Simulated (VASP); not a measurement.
MgPb2N2: single point with PBEsol

The system is MgPb2N2.

```
CELL_PARAMETERS angstrom
3.19175 0.00000 0.00000
-1.59588 2.76414 0.00000
0.00000 0.00000 10.42852
ATOMIC_POSITIONS crystal
Mg 0.00000 0.00000 0.00000
Pb 0.66667 0.33333 0.28655
Pb 0.33333 0.66667 0.71345
N 0.66667 0.33333 0.86182
N 0.33333 0.66667 0.13818
```

This cell differs from its parent crystal: ratio of the length along z to the lengths across it x 1.2, volume and fractional coordinates fixed.

| Property | Result |
| --- | --- |
| Program | VASP 6.6.1 |
| Task | single point |
| Functional | PBEsol |
| Potentials or basis | VASP PAW PBE potentials, release 64 (Mg, Pb_d, N) |
| Cutoff | 520 eV |
| k mesh | 12 × 12 × 4 |
| Occupations | gaussian, width 0.05 eV |
| Spin | no spin polarisation |
| Dipole correction | no |
| Further INCAR settings | ALGO = Normal; EDIFF = 1e-06; NBANDS = 28 |

```json
{
 "Pressure": "-1.9 GPa",
 "Largest force": "2.118 eV/Å",
 "Band gap on the k mesh": "0.04 eV (least direct gap 0.74 eV)"
}
```

Forces in eV/Å, atoms in the order of the input:
```
Mg   0.000  0.000  0.000
Pb   0.000  0.000 -2.118
Pb   0.000  0.000  2.118
N    0.000  0.000 -0.656
N    0.000  0.000  0.656
```

Stress tensor (GPa, compression positive):
```
  7.03   0.00   0.00
  0.00   7.03   0.00
  0.00   0.00 -19.80
```

Levels at points of the mesh, in eV from the valence-band top:
```
           k point  band 16  band 17  band 18  band 19  band 20  band 21  band 22  band 23  band 24  band 25
(0.00, 0.00, 0.00)    -1.32    -0.20    -0.20     0.00     0.00     0.74     3.31     5.97     7.92     9.19
(0.50, 0.00, 0.00)    -4.02    -2.73    -1.88    -1.25    -1.00     0.04     0.97     4.37     4.50     6.16
(0.00, 0.00, 0.50)    -2.13    -0.20    -0.20     0.00     0.00     1.85     2.47     6.26     7.34     9.45
(0.50, 0.00, 0.50)    -4.08    -2.77    -1.92    -1.25    -1.01     0.09     1.11     3.79     5.02     6.28
```

Wall time 64 s on 1 thread of Intel(R) Xeon(R) 6975P-C (Granite Rapids) (shared host), peak memory 0.31 GiB.

Caveat: the PAW data sets were made with another functional, which shifts forces and pressure a little; spin-orbit coupling is left out, which moves the levels of the heavy elements. A k mesh can miss the band edges.
